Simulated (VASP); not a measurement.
## CaO: single point with PBEsol+D3(BJ)

Crystal: CaO.

```xyz
2
Lattice="0.0000 2.6067 2.6067 2.6067 0.0000 2.6067 2.6067 2.6067 0.0000" Properties=species:S:1:pos:R:3 pbc="T T T"
Ca    0.0000    0.0000    0.0000
O     1.3034    1.3034    1.3034
```

```
Program                : VASP 6.6.1
Task                   : single point
Functional             : PBEsol
Dispersion             : D3(BJ)
Potentials or basis    : VASP PAW PBE potentials, release 64 (Ca_sv, O)
Cutoff                 : 600 eV
k mesh                 : 6 × 6 × 6
Occupations            : gaussian, width 0.01 eV
Spin                   : no spin polarisation
Dipole correction      : no
Further INCAR settings : ALGO = Normal; EDIFF = 1e-06; NBANDS = 15
```

| Quantity | Value |
| --- | --- |
| Pressure | -3.0 GPa |
| Band gap on the k mesh | 3.20 eV (least direct gap 3.83 eV) |
| Dispersion energy per atom | -0.205 eV |

Levels at points of the mesh, in eV from the valence-band top:
| k point | band 6 | band 7 | band 8 | band 9 | band 10 | band 11 |
| --- | --- | --- | --- | --- | --- | --- |
| (0.00, 0.00, 0.00) | -0.63 | -0.63 | -0.63 | 3.20 | 7.98 | 7.98 |
| (0.50, 0.00, 0.00) | -1.02 | -0.37 | -0.37 | 6.07 | 7.87 | 7.87 |
| (0.50, 0.50, 0.00) | -1.46 | 0.00 | 0.00 | 4.84 | 6.58 | 9.05 |

Run time: 22 s on 1 thread of Intel Xeon 8259CL (shared host), peak memory 0.18 GiB.

Caveat: the cell stands under tension; the PAW data sets were made with another functional, which shifts forces and pressure a little. A k mesh can miss the band edges.
